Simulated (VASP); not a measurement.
Here is a VASP 6.6.1 calculation.

Contents of INCAR:

```
SYSTEM = C
ALGO = Normal
DIPOL = 0.5 0.5 0.354
EDIFF = 1E-7
ENCUT = 520
GGA = PE
IDIPOL = 3
ISIF = 2
ISMEAR = 0
IVDW = 12
LASPH = .TRUE.
LCHARG = .FALSE.
LDIPOL = .TRUE.
LREAL = .FALSE.
LWAVE = .FALSE.
NBANDS = 16
NELM = 60
PREC = Accurate
SIGMA = 0.1
```

The input KPOINTS:

```
k-points
0
G
  15 15 1
  0 0 0
```

The input POSCAR:

```
C
1.0
    2.4657189596      0.0000000000      0.0000000000
   -1.2328594798      2.1353752576      0.0000000000
    0.0000000000      0.0000000000     17.5000000000
C
4
Direct
    0.3333333333      0.6666666667      0.2571429258
    0.6666666667      0.3333333333      0.2571699371
    0.6666666667      1.3333333333      0.4513143477
    1.0000000000      1.0000000000      0.4513483509
```

Potentials or basis: VASP PAW PBE potentials, release 64 (C).

The run is started by

```console
$ cat potpaw_PBE.64/C/POTCAR > POTCAR
$ mpirun -np 1 vasp_std > vasp.out
```

(1) Estimate the dispersion energy per atom.

Answers

(1) -0.119 eV.
